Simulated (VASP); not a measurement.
Input of a VASP 6.6.1 run:

INCAR

```
SYSTEM = ScAl3N3
PREC = Accurate ; ENCUT = 600
EDIFF = 1E-6 ; ISMEAR = 0
SIGMA = 0.2 ; LREAL = .FALSE.
LASPH = .TRUE. ; NELM = 120
ALGO = Normal ; ISIF = 2
LWAVE = .FALSE. ; LCHARG = .TRUE.
GGA = PE ; LELF = .TRUE.
LVHAR = .TRUE. ; NBANDS = 26
GGA_COMPAT = .FALSE.
```

The input KPOINTS:

```
regular mesh
0
G
  4 4 3
  0 0 0
```

POSCAR

```
ScAl3N3
1.0
    5.0502605642      0.0000000000      0.0000000000
   -2.5251302821      4.3736539443      0.0000000000
    0.0000000000      0.0000000000      4.3217478888
Sc Al N
1 3 3
Direct
    0.6666666667      0.3333333333      0.2156874200
    0.1666470552      0.8333529448      0.7157084063
    0.1666470552      0.3332941103      0.7157084063
    0.6667058897      0.8333529448      0.7157084063
    0.3333333333      0.6666666667      0.4392035684
    0.0000000000      0.0000000000     -0.0076309913
    0.6666666667      0.3333333333      0.7156980941
```

Potentials or basis: VASP PAW PBE potentials, release 64 (Sc_sv, Al, N).

Run with:

```console
$ cat potpaw_PBE.64/Sc_sv/POTCAR potpaw_PBE.64/Al/POTCAR potpaw_PBE.64/N/POTCAR > POTCAR
$ mpirun -np 1 vasp_std > vasp.out
```

Question: Estimate the pressure.

Answer: 0.1 GPa.

Question: Predict the largest force.

Answer: 0.008 eV/Å.

Forces on the atoms (eV/Å):
```
Sc   0.000  0.000  0.001
Al   0.002 -0.001  0.000
Al   0.000  0.002  0.000
Al  -0.002 -0.001  0.000
N    0.000  0.000 -0.008
N    0.000  0.000  0.008
N    0.000  0.000  0.000
```

Caveat: the k points lie up to 0.48 Å⁻¹ apart.
